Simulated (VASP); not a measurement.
# Ni (P6_3/mmc) in VASP: a series of runs

Runs on Ni. Level: PBE. Tasks: relaxation of shape and atoms at fixed volume, relaxation of cell and atoms.

Program: VASP 6.6.1. These are calculated values, not measurements. Logs are shortened: lines on timing, memory, paths and dates and some standing lists are left out, and cuts for length are marked.

**1. The cell of the first run**

Symmetry: P6_3/mmc, No. 194, hexagonal system. Conventional cell: a = 2.001 Å, b = 2.001 Å, c = 3.280 Å, α = 90.00°, β = 90.00°, γ = 120.00°. Within 2.7 Å of Ni (site symmetry -6m2) lie 12 Ni at 2.00 to 2.01 Å.

This isn't the form of Ni at room conditions, which is fcc.

**2. Relaxation of shape and atoms at fixed volume, PBE, collinear spin, ferromagnetic start**

The input, INCAR:

```
SYSTEM = Ni
PREC     = Accurate       ! precision mode
ENCUT    = 600            ! plane-wave cutoff, eV
EDIFF    = 1E-6           ! SCF threshold, eV
ISMEAR   = -1             ! smearing method
SIGMA    = 0.08           ! smearing width, eV
LREAL    = .FALSE.        ! projectors in reciprocal space
LASPH    = .TRUE.         ! aspherical terms in the spheres
NELM     = 150            ! most SCF steps
ALGO     = Normal         ! electronic algorithm
ISIF     = 4              ! what is computed and relaxed
LWAVE    = .FALSE.        ! write WAVECAR
LCHARG   = .FALSE.        ! write CHGCAR
ISPIN    = 2              ! spin polarisation
MAGMOM   = 1 1            ! initial moments
LORBIT   = 11             ! projections on sites
LMAXMIX  = 4              ! l up to which the mixer works
GGA      = PE             ! functional
IBRION   = 2              ! ionic algorithm
NSW      = 50             ! ionic steps
EDIFFG   = -0.005         ! ionic threshold
```

The input, KPOINTS:

```
regular mesh
0
G
  17 17 10
  0 0 0
```

The input, POSCAR:

```
Ni
1.0
    2.0012311156      0.0000000000      0.0000000000
   -1.0006155578      1.7331169849      0.0000000000
    0.0000000000      0.0000000000      3.2804312039
Ni
2
Direct
    0.3333333333      0.6666666667      0.2500000000
    0.6666666667      0.3333333333      0.7500000000
```

Potentials or basis: VASP PAW PBE potentials, release 64 (Ni).

Started as:

```
$ cat potpaw_PBE.64/Ni/POTCAR > POTCAR
$ mpirun -np 1 vasp_std > vasp.out
```

OUTCAR:

```text
SYSTEM = Ni
   PREC = Accurate
   ENCUT = 600
   EDIFF = 1E-6
   ISMEAR = -1
   LREAL = .FALSE.
   LASPH = .TRUE.
   NELM = 150
   ISIF = 4
   ISPIN = 2
   LORBIT = 11
   GGA = PE
   IBRION = 2
   NSW = 50
   EDIFFG = -0.005

 ion  position               nearest neighbor table
   1  0.333  0.667  0.250-   2 2.01   2 2.01   2 2.01   2 2.01   2 2.01   2 2.01   2 2.83   2 2.83
                             2 2.83   2 2.83   2 2.83   2 2.83
   2  0.667  0.333  0.750-   1 2.01   1 2.01   1 2.01   1 2.01   1 2.01   1 2.01   1 2.83   1 2.83
                             1 2.83   1 2.83   1 2.83   1 2.83

  LATTYP: Found a hexagonal cell.
 ALAT       =     2.0012311156
 C/A-ratio  =     1.6392065756

  Lattice vectors:

 A1 = (   2.0012311156,   0.0000000000,   0.0000000000)
 A2 = (  -1.0006155578,   1.7331169849,   0.0000000000)
 A3 = (   0.0000000000,   0.0000000000,   3.2804312039)

Analysis of symmetry for initial positions (statically):
=====================================================================
 Subroutine PRICEL returns:
 Original cell was already a primitive cell.

 Routine SETGRP: Setting up the symmetry group for a
 hexagonal supercell.

 Subroutine GETGRP returns: Found 24 space group operations
 (whereof 12 operations were pure point group operations)
 out of a pool of 24 trial point group operations.

The static configuration has the point symmetry D_3d.
 The point group associated with its full space group is D_6h.

Analysis of symmetry for dynamics (positions and initial velocities):
=====================================================================
 Subroutine PRICEL returns:
 Original cell was already a primitive cell.

 Routine SETGRP: Setting up the symmetry group for a
 hexagonal supercell.

 Subroutine GETGRP returns: Found 24 space group operations
 (whereof 12 operations were pure point group operations)
 out of a pool of 24 trial point group operations.

The dynamic configuration has the point symmetry D_3d.
 The point group associated with its full space group is D_6h.

Analysis of structural, dynamic, and magnetic symmetry:
=====================================================================
 Subroutine PRICEL returns:
 Original cell was already a primitive cell.

 Routine SETGRP: Setting up the symmetry group for a
 hexagonal supercell.

 Subroutine GETGRP returns: Found 24 space group operations
 (whereof 12 operations were pure point group operations)
 out of a pool of 24 trial point group operations.

The overall configuration has the point symmetry D_3d.
 The point group associated with its full space group is D_6h.

 Subroutine INISYM returns: Found 24 space group operations
 (whereof 12 operations are pure point group operations),
 and found     1 'primitive' translations

[... 129 lines left out ...]
 maximum number of plane-waves:       391
 NGX is ok and might be reduce to    16
   NGX =  7   NGY =  7   NGZ = 13

--------------------------------------- Ionic step        1  -------------------------------------------

 number of electron      19.9999993 magnetization       0.6611763

 Free energy of the ion-electron system (eV)
  ---------------------------------------------------
  ext. energy  EPLUGINS =         0.00000000
  ---------------------------------------------------
  free energy    TOTEN  =        -0.25751983 eV

  energy without entropy =       -0.20012688  energy(sigma->0) =       -0.22882335

------------------------ aborting loop because EDIFF is reached ----------------------------------------

  FORCE on cell =-STRESS in cart. coord.  units (eV):
  Direction    XX          YY          ZZ          XY          YZ          ZX
  --------------------------------------------------------------------------------------
  -------------------------------------------------------------------------------------
  Total       42.8943032     42.8943032     43.2783768      0.0000000     -0.0000000      0.0000000
  in kB     6040.2392348   6040.2392344   6094.3232574      0.0000000     -0.0000000      0.0000000
  external PRESSURE =    6058.2672422 kB  Pullay stress =       0.0000000 kB
[... 59 lines left out ...]
--------------------------------------- Ionic step        3  -------------------------------------------

 number of electron      19.9999992 magnetization       0.6401508

 Free energy of the ion-electron system (eV)
  ---------------------------------------------------
  ext. energy  EPLUGINS =         0.00000000
  ---------------------------------------------------
  free energy    TOTEN  =        -0.25794674 eV

  energy without entropy =       -0.20000329  energy(sigma->0) =       -0.22897501

 E-fermi :  22.6451     XC(G=0): -17.5637

 val. band max:       22.6430957925   @ k =   0.4118   0.0588   0.0000
 cond. band min:      22.6466935940   @ k =   0.4706   0.0588   0.3000
 fundamental gap:      0.0035978015
 Fermi energy:        22.6450892866

 spin component 1

 k-point     1 :       0.0000    0.0000    0.0000
  band No.  band energies     occupation
      1       8.3403      1.00000
      2      12.4791      1.00000
      3      17.4783      1.00000
      4      17.6729      1.00000
      5      17.6729      1.00000
      6      18.4450      1.00000
      7      18.4450      1.00000
      8      19.5466      1.00000
      9      19.5466      1.00000
     10      21.2555      1.00000
     11      22.0205      0.99959
     12      22.0205      0.99959
     13      35.1026      0.00000
     14      50.0789      0.00000
[... 403 lines left out ...]
      4      15.0302      1.00000
      5      17.3787      1.00000
      6      17.7843      1.00000
      7      18.8809      1.00000
      8      19.5121      1.00000
      9      21.0274      1.00000
     10      22.0883      0.99905
     11      22.2607      0.99188
     12      32.1943      0.00000
     13      35.3342      0.00000
     14      41.8024      0.00000
     15      43.6478      0.00000

 [... further k-points ...]

 spin component 2

 k-point     1 :       0.0000    0.0000    0.0000
  band No.  band energies     occupation
      1       8.3588      1.00000
      2      12.6856      1.00000
      3      17.8344      1.00000
      4      18.0164      1.00000
      5      18.0164      1.00000
      6      18.8040      1.00000
      7      18.8040      1.00000
      8      19.8908      1.00000
      9      19.8908      1.00000
     10      21.2771      1.00000
     11      22.3945      0.95820
     12      22.3945      0.95820
     13      35.3554      0.00000
     14      50.0528      0.00000
[... 444 lines left out ...]
  FREE ENERGIE OF THE ION-ELECTRON SYSTEM (eV)
  ---------------------------------------------------
  free  energy   TOTEN  =        -0.2579467385 eV

  energy  without entropy=       -0.2000032853  energy(sigma->0) =       -0.22897501

 reached required accuracy - stopping structural energy minimisation

 total charge

# of ion       s       p       d       tot
------------------------------------------
    1        0.922   1.436   9.167  11.525
    2        0.922   1.436   9.167  11.525
--------------------------------------------------
tot          1.845   2.873  18.333  23.051

 magnetization (x)

# of ion       s       p       d       tot
------------------------------------------
    1       -0.004  -0.017   0.317   0.297
    2       -0.004  -0.017   0.317   0.297
--------------------------------------------------
tot         -0.007  -0.034   0.635   0.594
```

OSZICAR:

```text
N       E                     dE             d eps       ncg     rms          rms(c)
DAV:   1     0.908045270038E+02    0.90805E+02   -0.10617E+04 13047   0.249E+03
DAV:   2     0.982529535548E+00   -0.89822E+02   -0.85476E+02 11936   0.306E+02
[... 23 lines left out ...]
DAV:   1    -0.260402466736E+00   -0.38184E-02   -0.90223E-02 14218   0.289E+00    0.365E-01
DAV:   2    -0.258643585803E+00    0.17589E-02   -0.17801E-03 14864   0.781E-01    0.193E-01
DAV:   3    -0.257947732029E+00    0.69585E-03   -0.73334E-04 17174   0.422E-01    0.660E-02
DAV:   4    -0.257941561865E+00    0.61702E-05   -0.62603E-05 14591   0.159E-01    0.353E-02
DAV:   5    -0.257945360361E+00   -0.37985E-05   -0.55717E-06 14815   0.409E-02    0.129E-02
DAV:   6    -0.257946448516E+00   -0.10882E-05   -0.89917E-07  6829   0.227E-02    0.750E-03
DAV:   7    -0.257946738484E+00   -0.28997E-06   -0.75546E-07  6241   0.202E-02
   3 F= -.25794674E+00 E0= -.22897501E+00  d E =-.426911E-03  mag=     0.6409
```

It took 3.8 min on 1 thread of AMD EPYC 7R13, shared host; peak memory 0.15 GiB.

The run converged, but its numbers aren't listed here, since they failed a check.

**3. Relaxation of shape and atoms at fixed volume, PBE, collinear spin, ferromagnetic start**

This run uses another cell than the first one, of 6.56 Å³/atom.

The input, INCAR:

```
SYSTEM = Ni
PREC = Accurate
ENCUT = 600
EDIFF = 1E-6
ISMEAR = -1
SIGMA = 0.08
LREAL = .FALSE.
LASPH = .TRUE.
NELM = 150
ALGO = Normal
ISIF = 4
LWAVE = .FALSE.
LCHARG = .FALSE.
ISPIN = 2
MAGMOM = 1 1
LORBIT = 11
LMAXMIX = 4
GGA = PE
IBRION = 2
NSW = 50
EDIFFG = -0.005
```

KPOINTS is that of step 2.

The input, POSCAR:

```
Ni
1.0
    2.0990037558      0.0000000000      0.0000000000
   -1.0495018779      1.8177905752      0.0000000000
    0.0000000000      0.0000000000      3.4407007587
Ni
2
Direct
    0.3333333333      0.6666666667      0.2500000000
    0.6666666667      0.3333333333      0.7500000000
```

Potentials or basis: VASP PAW PBE potentials, release 64 (Ni).

Started as:

```
$ cat potpaw_PBE.64/Ni/POTCAR > POTCAR
$ mpirun -np 1 vasp_std > vasp.out
```

Run time: 3 min. Hardware: 1 thread of AMD EPYC 7R13, shared host; peak memory 0.16 GiB.

The run converged. Its results:

| Property | Result |
| --- | --- |
| Free energy | -5.2731 eV |
| Energy gained by relaxing | 0.1 meV/atom |
| Ionic steps | 3 |
| Pressure after relaxing | 338.7 GPa |
| Net moment | 0.90 μB per cell |
| Site moments | Ni +0.43 μB |

The path:
```csv
step,energy change (eV),largest force (eV/Å),pressure (GPa),volume (Å³)
1,0.0000,0.0000,338.65,13.13
2,0.0001,0.0000,338.66,13.13
3,-0.0001,0.0000,338.67,13.13
```

Final structure:
```
Ni
1.0
     2.09759    0.00000    0.00000
    -1.04880    1.81657    0.00000
     0.00000    0.00000    3.44533
Ni
2
Direct
  0.33333 0.66667 0.25000
  0.66667 0.33333 0.75000
```

Levels at points of the mesh, in eV from the Fermi level:
Spin up:
| k point | band 6 | band 7 | band 8 | band 9 | band 10 | band 11 | band 12 | band 13 | band 14 | band 15 |
| --- | --- | --- | --- | --- | --- | --- | --- | --- | --- | --- |
| (0.00, 0.00, 0.00) | -3.54 | -3.54 | -2.66 | -2.66 | -1.26 | -0.66 | -0.66 | 10.47 | 26.59 | 30.67 |
| (0.00, 0.00, 0.50) | -4.23 | -4.23 | -4.23 | -1.23 | -1.23 | -1.23 | -1.23 | 20.35 | 20.35 | 27.87 |
Spin down:
| k point | band 6 | band 7 | band 8 | band 9 | band 10 | band 11 | band 12 | band 13 | band 14 | band 15 |
| --- | --- | --- | --- | --- | --- | --- | --- | --- | --- | --- |
| (0.00, 0.00, 0.00) | -3.04 | -3.04 | -2.18 | -2.18 | -1.25 | -0.13 | -0.13 | 10.80 | 26.54 | 30.63 |
| (0.00, 0.00, 0.50) | -3.75 | -3.75 | -3.75 | -0.71 | -0.71 | -0.71 | -0.71 | 20.50 | 20.50 | 27.84 |

**4. Relaxation of shape and atoms at fixed volume, PBE, collinear spin, ferromagnetic start**

This run uses another cell than the first one, of 9.19 Å³/atom.

The input, INCAR:

```
SYSTEM = Ni
  PREC = Accurate
  ENCUT = 600
  EDIFF = 1E-6
  ISMEAR = -1
  SIGMA = 0.08
  LREAL = .False.
  LASPH = .True.
  NELM = 150
  ALGO = Normal
  ISIF = 4
  LWAVE = .False.
  LCHARG = .False.
  ISPIN = 2
  MAGMOM = 1 1
  LORBIT = 11
  LMAXMIX = 4
  GGA = PE
  IBRION = 2
  NSW = 50
  EDIFFG = -0.005
```

The input, KPOINTS:

```
Automatic mesh
0
Gamma
  17 17 10
  0 0 0
```

The input, POSCAR:

```
Ni
1.0
    2.3481322911      0.0000000000      0.0000000000
   -1.1740661455      2.0335422155      0.0000000000
    0.0000000000      0.0000000000      3.8490738918
Ni
2
Direct
    0.3333333333      0.6666666667      0.2500000000
    0.6666666667      0.3333333333      0.7500000000
```

Started as:

```
$ cat potpaw_PBE.64/Ni/POTCAR > POTCAR
$ mpirun -np 1 vasp_std > vasp.out
```

It took 73 s on 1 thread of AMD EPYC 9R45 (Zen 5), shared host; peak memory 0.19 GiB.

The run converged. Its results:

| Quantity | Value |
| --- | --- |
| Free energy | -10.4605 eV |
| Energy gained by relaxing | 0.0 meV/atom |
| Ionic steps | 2 |
| Pressure after relaxing | 51.2 GPa |
| Net moment | 1.15 μB per cell |
| Site moments | Ni +0.57 μB |
| Valence electrons inside the program's atomic spheres | Ni 9.67 |

Final structure:
```
CELL_PARAMETERS angstrom
2.34780 0.00000 0.00000
-1.17390 2.03326 0.00000
0.00000 0.00000 3.85016
ATOMIC_POSITIONS crystal
Ni 0.33333 0.66667 0.25000
Ni 0.66667 0.33333 0.75000
```

Levels at points of the mesh, in eV from the Fermi level:
Spin up:
```tsv
k point	band 9	band 10	band 11	band 12	band 13	band 14
(0.00, 0.00, 0.00)	-1.90	-0.69	-0.69	-0.68	6.94	24.04
(0.00, 0.00, 0.50)	-1.05	-1.05	-1.05	-1.05	16.14	16.14
```
Spin down:
| k point | band 6 | band 7 | band 8 | band 9 | band 10 | band 11 | band 12 | band 13 | band 14 | band 15 |
| --- | --- | --- | --- | --- | --- | --- | --- | --- | --- | --- |
| (0.00, 0.00, 0.00) | -1.80 | -1.80 | -1.28 | -1.28 | -0.71 | -0.03 | -0.03 | 7.33 | 23.94 | 27.25 |
| (0.00, 0.00, 0.50) | -2.22 | -2.22 | -2.22 | -0.39 | -0.39 | -0.39 | -0.39 | 16.28 | 16.28 | 24.77 |

[end of part 1 of 2]
